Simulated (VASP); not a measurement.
A run of VASP 6.6.1 is set up as follows.

File INCAR:

```
PREC = Accurate
ENCUT = 520
EDIFF = 1E-8
ISMEAR = -1
SIGMA = 0.1
LREAL = False
LASPH = True
NELM = 80
ALGO = Normal
ISIF = 2
LWAVE = False
LCHARG = False
NBANDS = 16
IBRION = 8
NSW = 1
```

File KPOINTS:

```
regular mesh
0
Gamma
  8 8 8
```

Contents of POSCAR:

```
Si2Ni
1.0
    0.0000000000      2.6473850884      2.6473850884
    2.6473850884      0.0000000000      2.6473850884
    2.6473850884      2.6473850884      0.0000000000
Si Ni
2 1
Direct
    0.2500000000      0.2500000000      0.2500000000
    0.7500000000      0.7500000000      0.7500000000
    0.0000000000      0.0000000000      0.0000000000
```

Potentials or basis: VASP PAW LDA potentials, release 64 (Si, Ni).

The run is started by

```bash
$ cat potpaw_LDA.64/Si/POTCAR potpaw_LDA.64/Ni/POTCAR > POTCAR
$ mpirun -np 1 vasp_std > vasp.out
```

Question: Estimate the highest phonon frequency at Γ, LO-TO splitting left out.

Answer: 353 cm⁻¹.

Phonon frequencies in cm⁻¹ (negative: imaginary):
```
              q point                    frequencies
(0.000, 0.000, 0.000)  0 0 0 337 337 337 353 353 353
```

Caveat: the cell wasn't relaxed at this level first, which shifts response properties. Spin polarisation is off, so any magnetic state and its effect on volume and gap are missing.
